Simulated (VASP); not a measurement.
# CuI (I-4m2) in VASP: further runs, part 2 of 2

VASP 6.6.1.

### Step 3. Single point, PBEsol

This run uses another cell than the first one, of the same volume but with other edges.

Contents of INCAR:

```
  PREC = Accurate
  ENCUT = 520
  EDIFF = 1E-7
  ISMEAR = 0
  SIGMA = 0.05
  LREAL = False
  LASPH = True
  NELM = 60
  ALGO = Normal
  ISIF = 2
  LWAVE = False
  LCHARG = False
  GGA = PS
  NBANDS = 16
```

Contents of KPOINTS:

```
Automatic mesh
0
Gamma
  8 8 8
```

Contents of POSCAR:

```
CuI
1.0
    0.0000000000      2.7008954262      3.8190661327
    2.7008954262      0.0000000000      3.8190661327
    2.7008954262      2.7008954262      0.0000000000
Cu I
1 1
Direct
    0.7500000000      0.7500000000      0.7500000000
    0.0000000000      0.0000000000      0.0000000000
```

Potentials or basis: VASP PAW PBE potentials, release 64 (Cu, I).

Started as:

```bash
> cat potpaw_PBE.64/Cu/POTCAR potpaw_PBE.64/I/POTCAR > POTCAR
> mpirun -np 1 vasp_std > vasp.out
```

OUTCAR:

```text
PREC = Accurate
   ENCUT = 520
   EDIFF = 1E-7
   ISMEAR = 0
   LREAL = False
   LASPH = True
   NELM = 60
   ISIF = 2
   GGA = PS

 ion  position               nearest neighbor table
   1  0.750  0.750  0.750-   2 2.70   2 2.70   2 2.70   2 2.70
   2  0.000  0.000  0.000-   1 2.70   1 2.70   1 2.70   1 2.70

  LATTYP: Found a body centered tetragonal cell.
 ALAT       =     3.8196429423
 C/A-ratio  =     1.9996979772

  Lattice vectors:

 A1 = (  -2.7008954262,   0.0000000000,   3.8190661327)
 A2 = (   2.7008954262,   0.0000000000,   3.8190661327)
 A3 = (   0.0000000000,   2.7008954262,  -3.8190661327)

Analysis of symmetry for initial positions (statically):
=====================================================================
 Subroutine PRICEL returns:
 Original cell was already a primitive cell.

 Routine SETGRP: Setting up the symmetry group for a
 body centered tetragonal supercell.

 Subroutine GETGRP returns: Found  8 space group operations
 (whereof  8 operations were pure point group operations)
 out of a pool of 16 trial point group operations.

The static configuration has the point symmetry D_2d.

Analysis of symmetry for dynamics (positions and initial velocities):
=====================================================================
 Subroutine PRICEL returns:
 Original cell was already a primitive cell.

 Routine SETGRP: Setting up the symmetry group for a
 body centered tetragonal supercell.

 Subroutine GETGRP returns: Found  8 space group operations
 (whereof  8 operations were pure point group operations)
 out of a pool of 16 trial point group operations.

The dynamic configuration has the point symmetry D_2d.

 Subroutine INISYM returns: Found  8 space group operations
 (whereof  8 operations are pure point group operations),
[... 105 lines left out ...]
   TEBEG  =    0.0;   TEEND  =   0.0 temperature during run
   PSTRESS=    0.0 pullay stress
   NELECT =      18.0000    total number of electrons
   NUPDOWN=      -1.0000    fix difference up-down
   EMIN   =  10.00;   EMAX   =-10.00  energy-range for DOS
   EFERMI =   0.00;   METHOD = LEGACY
   ISMEAR =     0;   SIGMA  =   0.05  broadening in eV -4-tet -1-fermi 0-gaus
   EFERMI_NEDOS =   21; number of points for ismear=-14 and -15
   IALGO  =     38    algorithm
   IMIX   =      4    mixing-type and parameters
     AMIX     =   0.40;   BMIX     =  1.00
     AMIX_MAG =   1.60;   BMIX_MAG =  1.00
  volume/ion in A,a.u.               =      27.86       188.00
  Fermi-wavevector in a.u.,A,eV,Ry     =   1.123306  2.122741 17.168055  1.261816
  Thomas-Fermi vector in A             =   2.259971
   LORBIT       =      0    0 simple, 1 ext, 2 COOP (PROOUT), +10 PAW based schemes
   GGA     = PS    functional components
   LHFCALC =     F    Hartree Fock is set to
   AEXX    =    0.0000 exact exchange contribution
   IVDW    =     0    specifies the selected vdW correction
   LEPSILON=     F    determine dielectric tensor
   LRPA    =     F    only Hartree local field effects (RPA)
 non-spin polarized calculation
 Gauss-broadening in eV      SIGMA  =   0.05
  energy-cutoff  :      520.00
  volume of cell :       55.72
 maximum number of plane-waves:      1526
   NGX = 17   NGY = 17   NGZ = 15

 number of electron      17.9999993 magnetization

 Free energy of the ion-electron system (eV)
  ---------------------------------------------------
  ext. energy  EPLUGINS =         0.00000000
  ---------------------------------------------------
  free energy    TOTEN  =        -5.92644389 eV

  energy without entropy =       -5.92644389  energy(sigma->0) =       -5.92644389

 E-fermi :   4.5208     XC(G=0):  -9.2161

 val. band max:        4.3163985568   @ k =   0.0000   0.0000   0.0000
 cond. band min:       4.7440170833   @ k =   0.0000   0.0000   0.0000
 fundamental gap:      0.4276185265
 Fermi energy:         4.5207950783

 k-point     1 :       0.0000    0.0000    0.0000
  band No.  band energies     occupation
      1      -9.6169      2.00000
      2       0.4471      2.00000
      3       1.2412      2.00000
      4       1.2412      2.00000
      5       2.2466      2.00000
      6       2.5947      2.00000
[... 433 lines left out ...]
      3       0.3050      2.00000
      4       1.2920      2.00000
      5       2.4190      2.00000
      6       2.4872      2.00000
[... 8 lines left out ...]
     15      14.2259      0.00000
     16      15.5693      0.00000

 [... further k-points ...]
[... 5 lines left out ...]
  --------------------------------------------------------------------------------------
  -------------------------------------------------------------------------------------
  Total        0.1799479      0.1799479     -3.3885327      0.0000000      0.0000000      0.0000000
  in kB        5.1743357      5.1743357    -97.4360223      0.0000000      0.0000000      0.0000000
  external PRESSURE =     -29.0291170 kB  Pullay stress =       0.0000000 kB

 VOLUME and BASIS-vectors are now :
 -----------------------------------------------------------------------------
  energy-cutoff  :      520.00
  volume of cell :       55.72
      direct lattice vectors                 reciprocal lattice vectors
     0.000000000  2.700895426  3.819066133    -0.185123791  0.185123791  0.130922059
     2.700895426  0.000000000  3.819066133     0.185123791 -0.185123791  0.130922059
     2.700895426  2.700895426  0.000000000     0.185123791  0.185123791 -0.130922059

 POSITION                                       TOTAL-FORCE (eV/Angst)
 -----------------------------------------------------------------------------------
      4.05134      4.05134      5.72860        -0.000000     -0.000000     -0.000000
      0.00000      0.00000      0.00000         0.000000      0.000000      0.000000
 -----------------------------------------------------------------------------------
    total drift:                                0.000001      0.000001     -0.000003

  FREE ENERGIE OF THE ION-ELECTRON SYSTEM (eV)
  ---------------------------------------------------
  free  energy   TOTEN  =        -5.9264438890 eV

  energy  without entropy=       -5.9264438890  energy(sigma->0) =       -5.92644389
```

OSZICAR:

```text
N       E                     dE             d eps       ncg     rms          rms(c)
DAV:   1     0.909670831396E+02    0.90967E+02   -0.74319E+03  1888   0.118E+03
DAV:   2    -0.383189163926E+00   -0.91350E+02   -0.83092E+02  2048   0.225E+02
DAV:   3    -0.606578877603E+01   -0.56826E+01   -0.55900E+01  2544   0.588E+01
DAV:   4    -0.621999061768E+01   -0.15420E+00   -0.15414E+00  2200   0.917E+00
DAV:   5    -0.622779407296E+01   -0.78035E-02   -0.78033E-02  2936   0.227E+00    0.631E+00
DAV:   6    -0.616605232134E+01    0.61742E-01   -0.40285E+00  1920   0.521E+01    0.421E+00
DAV:   7    -0.592779693269E+01    0.23826E+00   -0.99898E-01  2216   0.327E+01    0.179E+00
DAV:   8    -0.593043709470E+01   -0.26402E-02   -0.66379E-02  2776   0.429E+00    0.657E-01
DAV:   9    -0.592634259039E+01    0.40945E-02   -0.16440E-02  2320   0.364E+00    0.142E-01
DAV:  10    -0.592650372772E+01   -0.16114E-03   -0.83717E-04  3016   0.502E-01    0.868E-02
DAV:  11    -0.592644150080E+01    0.62227E-04   -0.36332E-04  2456   0.529E-01    0.145E-02
DAV:  12    -0.592644394717E+01   -0.24464E-05   -0.20339E-05  2472   0.287E-02    0.138E-02
DAV:  13    -0.592644388903E+01    0.58137E-07   -0.63177E-07  2872   0.105E-02
   1 F= -.59264439E+01 E0= -.59264439E+01  d E =-.621152E-11
```

stdout:

```text
POSCAR found type information on POSCAR CuI
 POSCAR found :  2 types and       2 ions
 scaLAPACK will be used
 -----------------------------------------------------------------------------
|                                                                             |
|                                                                             |
|     You enforced a specific xc type in the INCAR file but a different       |
|     I HOPE YOU KNOW WHAT YOU ARE DOING!                                     |
|                                                                             |
 -----------------------------------------------------------------------------

 LDA part: xc-table for (Slater+PW92), standard interpolation
 POSCAR, INCAR and KPOINTS ok, starting setup
 FFT: planning ... GRIDC
 FFT: planning ... GRID_SOFT
 FFT: planning ... GRID
 WAVECAR not read
 entering main loop
```

Wall time 56 s (1 thread of Intel Xeon 8259CL, shared host); peak memory 0.22 GiB.

Results:

```
Free energy            : -5.9264 eV
Pressure               : -2.9 GPa
Band gap on the k mesh : 0.43 eV
```

Caveat: the PAW data sets were made with another functional, which shifts forces and pressure a little; spin-orbit coupling is left out, which moves the levels of the heavy elements.

### Step 4. Single point, PBEsol

This run uses another cell than the first one, of the same volume but with other edges.

Contents of INCAR:

```
SYSTEM = CuI
ALGO     = Normal         ! electronic algorithm
EDIFF    = 1E-7           ! SCF threshold, eV
ENCUT    = 520            ! plane-wave cutoff, eV
GGA      = PS             ! functional
ISIF     = 2              ! what is computed and relaxed
ISMEAR   = 0              ! smearing method
LASPH    = .True.         ! aspherical terms in the spheres
LCHARG   = .False.        ! write CHGCAR
LREAL    = .False.        ! projectors in reciprocal space
LWAVE    = .False.        ! write WAVECAR
NBANDS   = 16             ! bands
NELM     = 100            ! most SCF steps
PREC     = Accurate       ! precision mode
SIGMA    = 0.05           ! smearing width, eV
```

Contents of KPOINTS:

```
k-points
0
Gamma
  8 8 8
  0 0 0
```

Contents of POSCAR:

```
CuI
1.0
    0.0000000000      3.2002550925      2.7202168286
    3.2002550925      0.0000000000      2.7202168286
    3.2002550925      3.2002550925      0.0000000000
Cu I
1 1
Direct
    0.7500000000      0.7500000000      0.7500000000
    0.0000000000      0.0000000000      0.0000000000
```

Started as:

```bash
> cat potpaw_PBE.64/Cu/POTCAR potpaw_PBE.64/I/POTCAR > POTCAR
> mpirun -np 1 vasp_std > vasp.out
```

Wall time 69 s (1 thread of Intel Xeon 8259CL, shared host); peak memory 0.22 GiB.

The run converged. Its results:

```
Free energy            : -6.2411 eV
Pressure               : -2.8 GPa
Band gap on the k mesh : 0.92 eV
```

Stress tensor (GPa, compression positive):
```
-3.68  0.00  0.00
 0.00 -3.68  0.00
 0.00  0.00 -1.05
```

Levels at points of the mesh, in eV from the valence-band top:
| k point | band 7 | band 8 | band 9 | band 10 | band 11 | band 12 |
| --- | --- | --- | --- | --- | --- | --- |
| (0.00, 0.00, 0.00) | -0.18 | -0.18 | 0.00 | 0.92 | 4.88 | 4.88 |
| (0.50, 0.00, 0.00) | -1.80 | -0.89 | -0.64 | 1.85 | 4.80 | 6.18 |
| (0.50, 0.50, 0.00) | -1.72 | -1.56 | -1.56 | 2.02 | 2.24 | 9.56 |
| (0.50, 0.00, 0.50) | -1.74 | -1.65 | -1.31 | 2.79 | 3.29 | 8.37 |

Caveat: the PAW data sets were made with another functional, which shifts forces and pressure a little; spin-orbit coupling is left out, which moves the levels of the heavy elements.

### Step 5. The runs side by side

```csv
cell,gap on the mesh (eV),pressure (GPa)
"a = 4.167, b = 4.167, c = 4.812 Å, angles 54.7, 54.7, 70.5°, 2 atoms",0.86,-3.8
"a = 4.678, b = 4.678, c = 3.820 Å, angles 65.9, 65.9, 48.2°, 2 atoms",0.43,-2.9
"a = 4.200, b = 4.200, c = 4.526 Å, angles 57.4, 57.4, 65.2°, 2 atoms",0.92,-2.8
```

Alike in all rows: task single point; level PBEsol; potentials or basis VASP PAW PBE potentials, release 64 (Cu, I); no spin polarisation; k mesh 8 × 8 × 8; cutoff (eV) 520; smearing gaussian 0.05 eV.

Caveats: the PAW data sets were made with another functional, which shifts forces and pressure a little; spin-orbit coupling is left out, which moves the levels of the heavy elements; the cell stands under tension (at least some runs).

Total energies depend on the potentials used, so only differences within one code and one set of settings carry meaning.
